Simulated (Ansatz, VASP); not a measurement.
Ge in VASP and in Ansatz

The input INCAR:

```
ALGO = Normal
EDIFF = 1E-6
ENCUT = 520
GGA = PS
ISIF = 2
ISMEAR = 0
LASPH = True
LCHARG = False
LREAL = False
LWAVE = False
NBANDS = 21
NELM = 100
PREC = Accurate
SIGMA = 0.15
```

File KPOINTS:

```
k-points
0
Gamma
  14 14 14
```

The input POSCAR:

```
Ge
1.0
    0.0000000000      2.8143074359      2.8143074359
    2.8143074359      0.0000000000      2.8143074359
    2.8143074359      2.8143074359      0.0000000000
Ge
2
Direct
    0.5147998756      0.4852001244      0.4852001244
    0.7352001244      0.7647998756      0.7647998756
```

Input for Ansatz:

```yaml
crystal:
  lattice:
    - [0.0, 2.8143074359, 2.8143074359]
    - [2.8143074359, 0.0, 2.8143074359]
    - [2.8143074359, 2.8143074359, 0.0]
  atoms:
    - { symbol: Ge, position: [0.5147998756, 0.4852001244, 0.4852001244] }
    - { symbol: Ge, position: [0.7352001244, 0.7647998756, 0.7647998756] }
basis:
  ecutwfc: 420
kpoints:
  mp_grid: { grid: [14, 14, 14] }
hamiltonian:
  xc: pbesol
  pseudopotentials: { kind: paw, azcp: { folder: soft_1 } }
scf:
  occupations: { method: gaussian, width: 0.15 }
output:
  forces: true
  stress: true
  eigenvalues: true
```

Change from the starting cell: mode 4 frozen in at -0.084 Å, equal normal strain along x, y and z -0.0083.

Alike in both runs: task single point; functional PBEsol; k mesh 14 × 14 × 14; occupations gaussian, width 0.15 eV; no spin polarisation.

```csv
,VASP,Ansatz
version,VASP 6.6.1,Ansatz 0.2.0
potentials or method,"VASP PAW PBE potentials, release 64 (Ge_d), cutoff 520 eV","scalar-relativistic, plane waves, PAW"
valence electrons in the cell,28,28
```

|  | VASP | Ansatz | Ansatz less VASP |
| --- | --- | --- | --- |
| gap on the k mesh at the Fermi level (eV) | none | none | - |
| pressure (GPa) | 2.3 | 2.7 | +0.41 |
| traceless stress, the component that is largest in VASP (GPa) | -5.73 | -5.77 | -0.038 |
| rms of the force components (eV/Å) | 1.065 | 1.068 | +0.0025 |

VASP's potentials were made for PBE, not for PBEsol, and Ansatz warns of the same on its side. Atom by atom the forces differ by 0.002 eV/Å (rms over components). A gap of «none» marks a metal or a gap that the smearing closes. With one functional, cell and mesh, what is left measures potentials, basis and numerics.
